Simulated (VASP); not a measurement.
# Cu (P6_3/mmc) in VASP: a series of runs, part 2 of 2

VASP 6.6.1.

## (5) Relaxation of cell and atoms, PBEsol, target pressure 290 GPa, at which the enthalpy is minimised

This run uses another cell than the first one, of 6.86 Å³/atom, 1.003 times its volume.

Input file INCAR:

```
SYSTEM = Cu
ALGO     = Normal         ! electronic algorithm
EDIFF    = 1E-6           ! SCF threshold, eV
EDIFFG   = -0.005         ! ionic threshold
ENCUT    = 600            ! plane-wave cutoff, eV
GGA      = PS             ! functional
IBRION   = 2              ! ionic algorithm
ISIF     = 3              ! what is computed and relaxed
ISMEAR   = -1             ! smearing method
LASPH    = .True.         ! aspherical terms in the spheres
LCHARG   = .False.        ! write CHGCAR
LREAL    = .False.        ! projectors in reciprocal space
LWAVE    = .False.        ! write WAVECAR
NELM     = 60             ! most SCF steps
NSW      = 60             ! ionic steps
PREC     = Accurate       ! precision mode
PSTRESS  = 2900.0       
SIGMA    = 0.08           ! smearing width, eV
```

Input file KPOINTS:

```
k-points
0
Gamma
  20 20 11
  0 0 0
```

Input file POSCAR:

```
Cu
1.0
    2.1388701627      0.0000000000      0.0000000000
   -1.0694350813      1.8523158963      0.0000000000
    0.0000000000      0.0000000000      3.4649696635
Cu
2
Direct
    0.3333333333      0.6666666667      0.2500000000
    0.6666666667      0.3333333333      0.7500000000
```

Potentials or basis: VASP PAW PBE potentials, release 64 (Cu).

Started as:

```console
$ cat potpaw_PBE.64/Cu/POTCAR > POTCAR
$ mpirun -np 1 vasp_std > vasp.out
```

OUTCAR:

```text
SYSTEM = Cu
   EDIFF = 1E-6
   EDIFFG = -0.005
   ENCUT = 600
   GGA = PS
   IBRION = 2
   ISIF = 3
   ISMEAR = -1
   LASPH = .True.
   LREAL = .False.
   NELM = 60
   NSW = 60
   PREC = Accurate
   PSTRESS = 2900.0

 ion  position               nearest neighbor table
   1  0.333  0.667  0.250-   2 2.13   2 2.13   2 2.13   2 2.13   2 2.13   2 2.13
   2  0.667  0.333  0.750-   1 2.13   1 2.13   1 2.13   1 2.13   1 2.13   1 2.13

  LATTYP: Found a hexagonal cell.
 ALAT       =     2.1388701627
 C/A-ratio  =     1.6200000000

  Lattice vectors:

 A1 = (   2.1388701627,   0.0000000000,   0.0000000000)
 A2 = (  -1.0694350813,   1.8523158963,   0.0000000000)
 A3 = (   0.0000000000,   0.0000000000,   3.4649696635)

Analysis of symmetry for initial positions (statically):
=====================================================================
 Subroutine PRICEL returns:
 Original cell was already a primitive cell.

 Routine SETGRP: Setting up the symmetry group for a
 hexagonal supercell.

 Subroutine GETGRP returns: Found 24 space group operations
 (whereof 12 operations were pure point group operations)
 out of a pool of 24 trial point group operations.

The static configuration has the point symmetry D_3d.
 The point group associated with its full space group is D_6h.

Analysis of symmetry for dynamics (positions and initial velocities):
=====================================================================
 Subroutine PRICEL returns:
 Original cell was already a primitive cell.

 Routine SETGRP: Setting up the symmetry group for a
 hexagonal supercell.

 Subroutine GETGRP returns: Found 24 space group operations
 (whereof 12 operations were pure point group operations)
 out of a pool of 24 trial point group operations.

The dynamic configuration has the point symmetry D_3d.
 The point group associated with its full space group is D_6h.

 Subroutine INISYM returns: Found 24 space group operations
[... 145 lines left out ...]

  energy without entropy =       -3.61999798  energy(sigma->0) =       -3.62503739

------------------------ aborting loop because EDIFF is reached ----------------------------------------

  FORCE on cell =-STRESS in cart. coord.  units (eV):
  Direction    XX          YY          ZZ          XY          YZ          ZX
  --------------------------------------------------------------------------------------
  -------------------------------------------------------------------------------------
  Total       24.5146975     24.5146975     25.4853037      0.0000000     -0.0000000      0.0000000
  in kB     2861.1340712   2861.1340713   2974.4144524      0.0000001     -0.0000000      0.0000000
  external PRESSURE =      -1.1058017 kB  Pullay stress =    2900.0000000 kB
[... 97 lines left out ...]
  energy  without entropy=       -3.6137737836  energy(sigma->0) =       -3.61916573

  enthalpy is  TOTEN    =        21.2140513372 eV   P V=       24.8386090121

[... ionic steps 4 to 10 ...]

--------------------------------------- Ionic step       11  -------------------------------------------

 number of electron      22.0000013 magnetization

------------------------ aborting loop because EDIFF is reached ----------------------------------------
[... 71 lines left out ...]
--------------------------------------- Ionic step       13  -------------------------------------------

 number of electron      22.0000012 magnetization

 Free energy of the ion-electron system (eV)
  ---------------------------------------------------
  ext. energy  EPLUGINS =         0.00000000
  ---------------------------------------------------
  free energy    TOTEN  =        -3.62821838 eV

  energy without entropy =       -3.61743192  energy(sigma->0) =       -3.62282515

 E-fermi :  16.6958     XC(G=0): -16.4240

 val. band max:       16.6909499148   @ k =   0.1000   0.0500   0.0909
 cond. band min:      16.7147952824   @ k =   0.3500   0.1500   0.2727
 fundamental gap:      0.0238453676
 Fermi energy:        16.6957694929

 k-point     1 :       0.0000    0.0000    0.0000
  band No.  band energies     occupation
      1       2.0976      2.00000
      2       7.0798      2.00000
      3      10.9762      2.00000
      4      11.1124      2.00000
      5      11.1124      2.00000
      6      11.6148      2.00000
      7      11.6148      2.00000
      8      12.2957      2.00000
      9      12.2957      2.00000
     10      13.5769      2.00000
     11      13.9802      2.00000
     12      13.9802      2.00000
     13      23.9494      0.00000
     14      41.8091      0.00000
[... 401 lines left out ...]
      2       8.4440      2.00000
      3       8.8523      2.00000
      4       9.6735      2.00000
      5      11.0165      2.00000
      6      11.1433      2.00000
      7      11.7114      2.00000
      8      12.6607      2.00000
      9      13.3212      2.00000
     10      13.9256      2.00000
     11      14.1963      2.00000
     12      22.4717      0.00000
     13      24.5085      0.00000
     14      29.6112      0.00000
     15      34.2141      0.00000

 [... further k-points ...]

------------------------ aborting loop because EDIFF is reached ----------------------------------------

  FORCE on cell =-STRESS in cart. coord.  units (eV):
  Direction    XX          YY          ZZ          XY          YZ          ZX
  --------------------------------------------------------------------------------------
  -------------------------------------------------------------------------------------
  Total       24.8468612     24.8468612     24.8394876      0.0000000     -0.0000000     -0.0000000
  in kB     2900.5361008   2900.5361008   2899.6753315      0.0000002     -0.0000000     -0.0000000
  external PRESSURE =       0.2491777 kB  Pullay stress =    2900.0000000 kB
[... 21 lines left out ...]
  energy  without entropy=       -3.6174319168  energy(sigma->0) =       -3.62282515

  enthalpy is  TOTEN    =        21.2140504578 eV   P V=       24.8422688367

 reached required accuracy - stopping structural energy minimisation
```

CONTCAR:

```text
Cu
   1.00000000000000
     2.1307910853400713    0.0000000000586715    0.0000000000000000
    -1.0653955425694137    1.8453192100484648    0.0000000000000000
    -0.0000000000000000   -0.0000000000000000    3.4905307460341386
  Cu
     2
Direct
     0.3333333332999970    0.6666666667000030    0.2500000000000000
     0.6666666667000030    0.3333333332999970    0.7500000000000000

  0.00000000E+00  0.00000000E+00  0.00000000E+00
  0.00000000E+00  0.00000000E+00  0.00000000E+00
```

It took 3 min on 1 thread of Intel Xeon 6975P-C, shared host; peak memory 0.18 GiB.

What came out:

- Free energy: -3.6282 eV
- Relaxed volume: 6.86 Å³/atom
- Relaxed cell: a = 2.131 Å, b = 2.131 Å, c = 3.491 Å, α = 90.00°, β = 90.00°, γ = 120.00°
- Space group after relaxing (to 0.05 Å): P6_3/mmc (No. 194)
- Energy change on relaxing (the enthalpy is what falls): +0.9 meV/atom
- Ionic steps: 13
- Pressure after relaxing: 290.0 GPa
- Band gap on the k mesh: zero (band 11 reaches 22.10 eV, above the bottom of band 12 at 13.60 eV)

Step by step:
| step | energy change (eV) | largest force (eV/Å) | pressure (GPa) | volume (Å³) |
| --- | --- | --- | --- | --- |
| 1 | 0.0000 | 0.0000 | 289.89 | 13.73 |
| 2 | 0.0225 | 0.0000 | 290.94 | 13.72 |
| 3 | 0.0055 | 0.0000 | 290.17 | 13.72 |
| 4 | 0.0053 | 0.0000 | 290.20 | 13.72 |
| 5 | -0.0223 | 0.0000 | 288.95 | 13.74 |
| 6 | 0.0024 | 0.0000 | 289.85 | 13.72 |
| 7 | 0.0036 | 0.0000 | 290.42 | 13.72 |
| 8 | 0.0027 | 0.0000 | 289.84 | 13.72 |
| 9 | 0.0031 | 0.0000 | 290.18 | 13.72 |
| 10 | 0.0029 | 0.0000 | 290.01 | 13.72 |
| 11 | 0.0028 | 0.0000 | 290.04 | 13.72 |
| 12 | 0.0027 | 0.0000 | 290.03 | 13.72 |
| 13 | 0.0019 | 0.0000 | 290.02 | 13.72 |

Final structure:
```cif
data_structure
_symmetry_space_group_name_H-M 'P 1'
_symmetry_Int_Tables_number 1
_cell_length_a 2.1308
_cell_length_b 2.1308
_cell_length_c 3.4905
_cell_angle_alpha 90.000
_cell_angle_beta 90.000
_cell_angle_gamma 120.000
_cell_volume 13.72
loop_
_atom_site_label
_atom_site_type_symbol
_atom_site_fract_x
_atom_site_fract_y
_atom_site_fract_z
_atom_site_occupancy
Cu1 Cu 0.33333 0.66667 0.25000 1
Cu2 Cu 0.66667 0.33333 0.75000 1
```

Levels at points of the mesh, in eV from the Fermi level:
| k point | band 8 | band 9 | band 10 | band 11 | band 12 | band 13 | band 14 | band 15 |
| --- | --- | --- | --- | --- | --- | --- | --- | --- |
| (0.00, 0.00, 0.00) | -4.40 | -4.40 | -3.12 | -2.72 | -2.72 | 7.25 | 25.11 | 29.11 |
| (0.50, 0.00, 0.00) | -2.46 | -2.37 | -2.23 | -0.02 | 2.92 | 10.77 | 12.04 | 14.51 |

Caveat: the cell is relaxed towards a set pressure, so the enthalpy falls and the energy may rise; the PAW data sets were made with another functional, which shifts forces and pressure a little.

## (6) The runs side by side

| task | cell | cutoff (eV) | gap on the mesh (eV) | pressure (GPa) |
| --- | --- | --- | --- | --- |
| single point | a = 2.129, b = 2.129, c = 3.488 Å, angles 90.0, 90.0, 120.0°, 2 atoms | 520 | none | 292.5 |
| relaxation of cell and atoms | relaxed to 290 GPa from a = 2.129, b = 2.129, c = 3.488 Å, angles 90.0, 90.0, 120.0°, 2 atoms | 600 | none | 290.0 |
| relaxation of cell and atoms | relaxed to 290 GPa from a = 2.139, b = 2.139, c = 3.465 Å, angles 90.0, 90.0, 120.0°, 2 atoms | 600 | none | 290.0 |

Alike in all rows: level PBEsol; potentials or basis VASP PAW PBE potentials, release 64 (Cu); no spin polarisation; k mesh 20 × 20 × 11; smearing fermi-dirac 0.08 eV.

Caveats: the PAW data sets were made with another functional, which shifts forces and pressure a little; the cell is relaxed towards a set pressure, so the enthalpy falls and the energy may rise (some runs).

Absolute energies hang on the potentials; compare differences alone.
